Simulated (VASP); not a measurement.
## LiF: single point with PBE

Crystal: LiF.

```xyz
2
Lattice="0.0000 2.0341 2.0341 2.0341 0.0000 2.0341 2.0341 2.0341 0.0000" Properties=species:S:1:pos:R:3 pbc="T T T"
Li    0.0000    0.0000    0.0000
F     2.0341    2.0341    2.0341
```

```yaml
Program: VASP 6.6.1
Task: single point
Functional: PBE
Potentials_or_basis: VASP PAW PBE potentials, release 64 (Li_sv, F)
Cutoff: 520 eV
k_mesh: 10 × 10 × 10
Occupations: fermi-dirac, width 0.02 eV
Spin: no spin polarisation
```

```
Band gap on the k mesh : 8.83 eV, direct
```

Levels at points of the mesh, in eV from the valence-band top:
| k point | band 1 | band 2 | band 3 | band 4 | band 5 | band 6 | band 7 | band 8 | band 9 | band 10 |
| --- | --- | --- | --- | --- | --- | --- | --- | --- | --- | --- |
| (0.00, 0.00, 0.00) | -40.99 | -19.89 | 0.00 | 0.00 | 0.00 | 8.83 | 23.57 | 23.57 | 23.57 | 24.03 |
| (0.50, 0.00, 0.00) | -40.94 | -19.48 | -2.43 | -0.22 | -0.22 | 10.62 | 16.39 | 18.66 | 18.66 | 29.83 |
| (0.50, 0.50, 0.00) | -40.92 | -19.24 | -2.88 | -0.95 | -0.95 | 14.53 | 16.33 | 17.09 | 19.89 | 19.89 |

Run time: 7.8 s on 1 thread of Intel(R) Xeon(R) Platinum 8375C CPU @ 2.90GHz (Ice Lake) (shared host), peak memory 0.13 GiB.

 A k mesh can miss the band edges.
